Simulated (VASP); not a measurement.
Set up this calculation in VASP 6.6.1, as the native input.

* Task: single point
* Functional: PBE
* Potentials or basis: VASP PAW PBE potentials, release 64 (Ti_sv)
* Cutoff: 520 eV
* k mesh: 20 × 20 × 20
* Occupations: gaussian, width 0.15 eV
* Spin: no spin polarisation
* Dipole correction: no
* Further INCAR settings: ALGO = Normal; EDIFF = 1e-06; NBANDS = 12

The structure of Ti lies in POSCAR:

```
Ti
1.0
    0.0000000000      1.9243855913      1.9243855913
    1.9243855913      0.0000000000      1.9243855913
    1.9243855913      1.9243855913      0.0000000000
Ti
1
Direct
    0.0000000000      0.0000000000      0.0000000000
```

The input as run:

INCAR

```
PREC = Accurate ; ENCUT = 520
EDIFF = 1E-6 ; ISMEAR = 0
SIGMA = 0.15 ; LREAL = False
LASPH = True ; NELM = 60
ALGO = Normal ; ISIF = 2
LWAVE = False ; LCHARG = False
GGA = PE ; NBANDS = 12
```

KPOINTS

```
Automatic mesh
0
Gamma
  20 20 20
```

Potentials or basis: VASP PAW PBE potentials, release 64 (Ti_sv).

Command:

```bash
$ cat potpaw_PBE.64/Ti_sv/POTCAR > POTCAR
$ mpirun -np 1 vasp_std > vasp.out
```

Results of the run:

```yaml
Pressure: 29.1 GPa
Band_gap_on_the_k_mesh: zero (band 6 reaches 11.47 eV, above the bottom of band 7 at 10.05 eV)
```

Run time: 44 s on 1 thread of AMD EPYC 7R13 (shared host), peak memory 0.13 GiB.
